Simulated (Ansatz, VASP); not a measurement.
# One calculation of K, two programs

```
CELL_PARAMETERS angstrom
4.25485 0.00000 0.00000
0.00000 4.25485 0.00000
0.00000 0.00000 4.25485
ATOMIC_POSITIONS crystal
K 0.00000 0.00000 0.00000
```

Alike in both runs: task relaxation of cell and atoms; functional RPBE; k mesh 8 × 8 × 8; occupations fermi-dirac, width 0.1 eV; no spin polarisation.

|  | VASP | Ansatz |
| --- | --- | --- |
| version | VASP 6.6.1 | Ansatz 0.2.0 |
| potentials or method | VASP PAW PBE potentials, release 64 (K_sv), cutoff 600 eV | plane waves (420 eV) with PAW, scalar-relativistic |
| valence electrons in the cell | 9 | 9 |

|  | VASP | Ansatz | Ansatz less VASP |
| --- | --- | --- | --- |
| relaxed volume (Å³/atom) | 86.30 | 86.47 | +0.175 |
| relaxed cell length with the largest relative difference (Å) | 4.419 | 4.422 | +0.0030 |

VASP's potentials were made for PBE, not for RPBE.
